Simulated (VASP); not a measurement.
# ZnS (Immm) in VASP: single point with PBE

Aim: the single point of ZnS with PBE.

All numbers are computed with VASP 6.6.1; they aren't measurements. Logs are shortened: lines on timing, memory, paths and dates and some standing lists are left out, and cuts for length are marked.

### 1 The cell of the first run

Symmetry: Immm, No. 71, orthorhombic system. Conventional cell: a = 3.630 Å, b = 6.133 Å, c = 6.518 Å, α = 90.00°, β = 90.00°, γ = 90.00°. Within 3.2 Å of Zn (site symmetry m2m) lie 6 S at 2.43 to 2.74 Å and 1 Zn at 2.70 Å. S (site symmetry mm2) has 6 Zn at 2.43 to 2.74 Å and 1 S at 3.08 Å within 3.2 Å.

### 2 Single point, PBE

The input, INCAR:

```
PREC = Accurate
ENCUT = 520
EDIFF = 1E-7
ISMEAR = 0
SIGMA = 0.1
LREAL = False
LASPH = True
NELM = 60
ALGO = Normal
ISIF = 2
LWAVE = False
LCHARG = False
GGA = PE
NBANDS = 26
```

The input, KPOINTS:

```
regular mesh
0
Gamma
  14 14 14
```

The input, POSCAR:

```
ZnS
1.0
   -1.8151590804      3.0664595908      3.2592072044
    1.8151590804     -3.0664595908      3.2592072044
    1.8151590804      3.0664595908     -3.2592072044
Zn S
2 2
Direct
    0.7197848162      0.0000000000      0.7197848162
    0.2802151838      0.0000000000      0.2802151838
    0.7364532747      0.7364532747      0.0000000000
    0.2635467253      0.2635467253      0.0000000000
```

Potentials or basis: VASP PAW PBE potentials, release 64 (Zn, S).

Run with:

```sh
$ cat potpaw_PBE.64/Zn/POTCAR potpaw_PBE.64/S/POTCAR > POTCAR
$ mpirun -np 1 vasp_std > vasp.out
```

OUTCAR:

```text
PREC = Accurate
   ENCUT = 520
   EDIFF = 1E-7
   ISMEAR = 0
   LREAL = False
   LASPH = True
   NELM = 60
   ISIF = 2
   GGA = PE

 ion  position               nearest neighbor table
   1  0.720  0.000  0.720-   4 2.43   3 2.43   2 2.70   3 2.74   4 2.74   3 2.74   4 2.74
   2  0.280  0.000  0.280-   4 2.43   3 2.43   1 2.70   3 2.74   4 2.74   4 2.74   3 2.74
   3  0.736  0.736  0.000-   2 2.43   1 2.43   1 2.74   2 2.74   1 2.74   2 2.74
   4  0.264  0.264  0.000-   2 2.43   1 2.43   1 2.74   1 2.74   2 2.74   2 2.74

  LATTYP: Found a body centered orthorhombic cell.
 ALAT       =     3.6303181608
 B/A-ratio  =     1.6893613479
 C/A-ratio  =     1.7955490731

  Lattice vectors:

 A1 = (  -1.8151590804,   3.0664595908,   3.2592072044)
 A2 = (   1.8151590804,  -3.0664595908,   3.2592072044)
 A3 = (   1.8151590804,   3.0664595908,  -3.2592072044)

Analysis of symmetry for initial positions (statically):
=====================================================================
 Subroutine PRICEL returns:
 Original cell was already a primitive cell.

 Routine SETGRP: Setting up the symmetry group for a
 body centered orthorhombic supercell.

 Subroutine GETGRP returns: Found  8 space group operations
 (whereof  8 operations were pure point group operations)
 out of a pool of  8 trial point group operations.

The static configuration has the point symmetry D_2h.

Analysis of symmetry for dynamics (positions and initial velocities):
=====================================================================
 Subroutine PRICEL returns:
 Original cell was already a primitive cell.

 Routine SETGRP: Setting up the symmetry group for a
 body centered orthorhombic supercell.

 Subroutine GETGRP returns: Found  8 space group operations
 (whereof  8 operations were pure point group operations)
 out of a pool of  8 trial point group operations.

The dynamic configuration has the point symmetry D_2h.

 Subroutine INISYM returns: Found  8 space group operations
 (whereof  8 operations are pure point group operations),
 and found     1 'primitive' translations

----------------------------------------------------------------------------------------

                                     Primitive cell

  volume of cell :      72.5644

  direct lattice vectors                    reciprocal lattice vectors
    -1.815159080  3.066459591  3.259207204     0.000000000  0.163054488  0.153411541
     1.815159080 -3.066459591  3.259207204     0.275457950  0.000000000  0.153411541
     1.815159080  3.066459591 -3.259207204     0.275457950  0.163054488  0.000000000

  length of vectors
     4.829120884  4.829120884  4.829120884     0.223879135  0.315296977  0.320099748

  position of ions in fractional coordinates (direct lattice)
     0.719784816  0.000000000  0.719784816
     0.280215184  0.000000000  0.280215184
     0.736453275  0.736453275  0.000000000
     0.263546725  0.263546725  0.000000000

  ion indices of the primitive-cell ions
   primitive index   ion index
                 1           1
                 2           2
                 3           3
                 4           4

----------------------------------------------------------------------------------------

 KPOINTS: regular mesh

Automatic generation of k-mesh.
 Grid dimensions read from file:
 generate k-points for:   14   14   14

 Generating k-lattice:

  Cartesian coordinates                     Fractional coordinates (reciprocal lattice)
     0.000000000  0.011646749  0.010957967     0.071428571  0.000000000  0.000000000
     0.019675568  0.000000000  0.010957967     0.000000000  0.071428571  0.000000000
     0.019675568  0.011646749  0.000000000     0.000000000  0.000000000  0.071428571

  Length of vectors
     0.015991367  0.022521213  0.022864268

  Shift w.r.t. Gamma in fractional coordinates (k-lattice)
     0.000000000  0.000000000  0.000000000

 Subroutine IBZKPT returns following result:
 ===========================================

 Found    428 irreducible k-points:

 Following reciprocal coordinates:
            Coordinates               Weight
  0.000000  0.000000  0.000000      1.000000
  0.071429  0.000000 -0.000000      4.000000
  0.142857  0.000000 -0.000000      4.000000
  0.214286 -0.000000  0.000000      4.000000
  0.285714  0.000000 -0.000000      4.000000
  0.357143  0.000000 -0.000000      4.000000
[... 16 lines left out ...]
  0.000000  0.142857  0.000000      4.000000
  0.071429  0.142857  0.000000      8.000000
 [... further k-points ...]
   k-points           NKPTS =    428   k-points in BZ     NKDIM =    428   number of bands    NBANDS=     26
   number of dos      NEDOS =    301   number of ions     NIONS =      4
   total plane-waves  NPLWV =  46656
   dimension x,y,z NGX =    36 NGY =   36 NGZ =   36
   dimension x,y,z NGXF=    72 NGYF=   72 NGZF=   72
   ions per type =               2   2
   NGX,Y,Z   is equivalent  to a cutoff of  12.39, 12.39, 12.39 a.u.
   NGXF,Y,Z  is equivalent  to a cutoff of  24.79, 24.79, 24.79 a.u.
 SYSTEM =  unknown system
   PREC   = accura    normal or accurate (medium, high low for compatibility)
   ISTART =      0    job   : 0-new  1-cont  2-samecut
   ICHARG =      2    charge: 1-file 2-atom 10-const
   ISPIN  =      1    spin polarized calculation?
   LNONCOLLINEAR =      F non collinear calculations
   LSORBIT =      F    spin-orbit coupling
   LASPH  =      T    aspherical Exc in radial PAW
   ENCUT  =  520.0 eV  38.22 Ry    6.18 a.u.   8.98  8.98  8.98*2*pi/ulx,y,z
   NELM   =     60;   NELMIN=  2; NELMDL= -5     # of ELM steps
   EDIFF  = 0.1E-06   stopping-criterion for ELM
   LREAL  =      F    real-space projection
   EDIFFG = 0.1E-05   stopping-criterion for IOM
   NSW    =      0    number of steps for IOM
   IBRION =     -1    ionic relax: 0-MD 1-quasi-New 2-CG
   NFREE  =      0    steps in history (QN), initial steepest desc. (CG)
   ISIF   =      2    stress and relaxation
   ISYM   =      2    0-nonsym 1-usesym 2-fastsym
   POTIM  = 0.5000    time-step for ionic-motion
   TEBEG  =    0.0;   TEEND  =   0.0 temperature during run
   PSTRESS=    0.0 pullay stress
   NELECT =      36.0000    total number of electrons
   NUPDOWN=      -1.0000    fix difference up-down
   EMIN   =  10.00;   EMAX   =-10.00  energy-range for DOS
   EFERMI =   0.00;   METHOD = LEGACY
   ISMEAR =     0;   SIGMA  =   0.10  broadening in eV -4-tet -1-fermi 0-gaus
   EFERMI_NEDOS =   21; number of points for ismear=-14 and -15
   IALGO  =     38    algorithm
   IMIX   =      4    mixing-type and parameters
     AMIX     =   0.40;   BMIX     =  1.00
     AMIX_MAG =   1.60;   BMIX_MAG =  1.00
  volume/ion in A,a.u.               =      18.14       122.42
  Fermi-wavevector in a.u.,A,eV,Ry     =   1.295988  2.449062 22.852145  1.679585
  Thomas-Fermi vector in A             =   2.427473
   LORBIT       =      0    0 simple, 1 ext, 2 COOP (PROOUT), +10 PAW based schemes
   GGA     = PE    functional components
   LHFCALC =     F    Hartree Fock is set to
   AEXX    =    0.0000 exact exchange contribution
   IVDW    =     0    specifies the selected vdW correction
   LEPSILON=     F    determine dielectric tensor
   LRPA    =     F    only Hartree local field effects (RPA)
 non-spin polarized calculation
 Gauss-broadening in eV      SIGMA  =   0.10
  energy-cutoff  :      520.00
  volume of cell :       72.56
 maximum number of plane-waves:      1978
   NGX = 17   NGY = 17   NGZ = 17

 number of electron      36.0000009 magnetization

 Free energy of the ion-electron system (eV)
  ---------------------------------------------------
  ext. energy  EPLUGINS =         0.00000000
  ---------------------------------------------------
  free energy    TOTEN  =       -11.37653285 eV

  energy without entropy =      -11.37337768  energy(sigma->0) =      -11.37495527

 E-fermi :   3.5515     XC(G=0): -10.2622

 val. band max:        3.5507084724   @ k =  -0.1429   0.2143   0.0714
 cond. band min:       3.5557702697   @ k =  -0.2857   0.3571   0.2143
 fundamental gap:      0.0050617973
 Fermi energy:         3.5514521888

 k-point     1 :       0.0000    0.0000    0.0000
  band No.  band energies     occupation
      1     -10.3412      2.00000
      2      -8.2431      2.00000
      3      -3.7092      2.00000
      4      -3.5367      2.00000
      5      -3.4414      2.00000
      6      -3.4219      2.00000
[... 18 lines left out ...]
     25      10.5509      0.00000
     26      12.7863      0.00000

 k-point     2 :       0.0714    0.0000   -0.0000
  band No.  band energies     occupation
      1     -10.3167      2.00000
      2      -8.2650      2.00000
      3      -3.7034      2.00000
      4      -3.5325      2.00000
      5      -3.4368      2.00000
      6      -3.4346      2.00000
[... 18 lines left out ...]
     25      10.6075      0.00000
     26      12.6167      0.00000

 k-point     3 :       0.1429    0.0000   -0.0000
  band No.  band energies     occupation
      1     -10.2440      2.00000
      2      -8.3313      2.00000
      3      -3.6861      2.00000
      4      -3.5203      2.00000
      5      -3.4555      2.00000
      6      -3.4234      2.00000
[... 18 lines left out ...]
     25      10.7398      0.00000
     26      12.4388      0.00000

 k-point     4 :       0.2143   -0.0000    0.0000
  band No.  band energies     occupation
      1     -10.1262      2.00000
      2      -8.4426      2.00000
      3      -3.6584      2.00000
      4      -3.5017      2.00000
      5      -3.4857      2.00000
      6      -3.4237      2.00000
[... 18 lines left out ...]
     25      10.9469      0.00000
     26      12.4708      0.00000

 k-point     5 :       0.2857    0.0000   -0.0000
  band No.  band energies     occupation
      1      -9.9684      2.00000
      2      -8.5968      2.00000
      3      -3.6235      2.00000
      4      -3.5232      2.00000
      5      -3.4792      2.00000
      6      -3.4532      2.00000
[... 18 lines left out ...]
     25      11.3209      0.00000
     26      12.5771      0.00000

 k-point     6 :       0.3571    0.0000   -0.0000
  band No.  band energies     occupation
      1      -9.7800      2.00000
      2      -8.7853      2.00000
      3      -3.5949      2.00000
      4      -3.5473      2.00000
      5      -3.4945      2.00000
      6      -3.4569      2.00000
[... 427 lines left out ...]
 k-point    21 :      -0.1429    0.0714    0.0000
  band No.  band energies     occupation
      1     -10.2483      2.00000
      2      -8.2860      2.00000
      3      -3.6961      2.00000
      4      -3.5362      2.00000
      5      -3.4458      2.00000
      6      -3.4276      2.00000
[... 18 lines left out ...]
     25      10.8883      0.00000
     26      12.7714      0.00000

 k-point    22 :      -0.0714    0.0714    0.0000
  band No.  band energies     occupation
      1     -10.2967      2.00000
      2      -8.2441      2.00000
      3      -3.7114      2.00000
      4      -3.5439      2.00000
      5      -3.4498      2.00000
      6      -3.4194      2.00000
[... 18 lines left out ...]
     25      10.8323      0.00000
     26      12.9645      0.00000

 k-point    23 :       0.0000    0.1429    0.0000
  band No.  band energies     occupation
      1     -10.1673      2.00000
      2      -8.2536      2.00000
      3      -3.7322      2.00000
      4      -3.5601      2.00000
      5      -3.4778      2.00000
      6      -3.3888      2.00000
[... 18 lines left out ...]
     25      11.4973      0.00000
     26      14.0672      0.00000

 k-point    24 :       0.0714    0.1429    0.0000
  band No.  band energies     occupation
      1     -10.0973      2.00000
      2      -8.3170      2.00000
      3      -3.7184      2.00000
      4      -3.5604      2.00000
      5      -3.4756      2.00000
      6      -3.3888      2.00000
[... 18 lines left out ...]
     25      11.6268      0.00000
     26      13.9800      0.00000

 [... further k-points ...]

------------------------ aborting loop because EDIFF is reached ----------------------------------------

  FORCE on cell =-STRESS in cart. coord.  units (eV):
  Direction    XX          YY          ZZ          XY          YZ          ZX
  --------------------------------------------------------------------------------------
  -------------------------------------------------------------------------------------
  Total        0.0030816      0.0709824      0.0759450     -0.0000000      0.0000000      0.0000000
  in kB        0.0680399      1.5672477      1.6768183     -0.0000000      0.0000000      0.0000000
  external PRESSURE =       1.1040353 kB  Pullay stress =       0.0000000 kB

 VOLUME and BASIS-vectors are now :
 -----------------------------------------------------------------------------
  energy-cutoff  :      520.00
  volume of cell :       72.56
      direct lattice vectors                 reciprocal lattice vectors
    -1.815159080  3.066459591  3.259207204     0.000000000  0.163054488  0.153411541
     1.815159080 -3.066459591  3.259207204     0.275457950  0.000000000  0.153411541
     1.815159080  3.066459591 -3.259207204     0.275457950  0.163054488  0.000000000

 POSITION                                       TOTAL-FORCE (eV/Angst)
 -----------------------------------------------------------------------------------
      0.00000      4.41438      0.00000        -0.000000     -0.001792     -0.000000
      0.00000      1.71854      0.00000         0.000000      0.001792     -0.000000
      0.00000      0.00000      4.80051         0.000000      0.000000     -0.011567
      0.00000      0.00000      1.71791        -0.000000     -0.000000      0.011567
 -----------------------------------------------------------------------------------
    total drift:                               -0.000000     -0.000000      0.000000

  FREE ENERGIE OF THE ION-ELECTRON SYSTEM (eV)
  ---------------------------------------------------
  free  energy   TOTEN  =       -11.3765328546 eV

  energy  without entropy=      -11.3733776838  energy(sigma->0) =      -11.37495527
```

Wall time 15 min (1 thread of Intel Xeon Platinum 8488C (Sapphire Rapids), shared host); peak memory 0.71 GiB.

What came out:

| Property | Result |
| --- | --- |
| Free energy | -11.3765 eV |
| Pressure | 0.1 GPa |
| Largest force | 0.012 eV/Å |
| Band gap on the k mesh | zero (bands 18 and 19 overlap by 1.03 eV) |

Forces in eV/Å, atoms in the order of the input:
```
Zn   0.000 -0.002  0.000
Zn   0.000  0.002  0.000
S    0.000  0.000 -0.012
S    0.000  0.000  0.012
```

Levels at points of the mesh, in eV from the Fermi level:
```
           k point  band 16  band 17  band 18  band 19  band 20  band 21
(0.00, 0.00, 0.00)    -1.26    -0.84    -0.69    -0.66    -0.01     5.23
(0.50, 0.00, 0.00)    -2.79    -1.35    -0.83     2.60     3.83     4.85
(0.00, 0.50, 0.00)    -3.24    -2.90    -2.56     2.65     3.26     4.60
(0.50, 0.50, 0.00)    -2.35    -0.63    -0.14     0.11     1.56     5.14
(0.50, 0.50, 0.50)    -0.20    -0.10     0.26     1.93     5.07     5.56
```
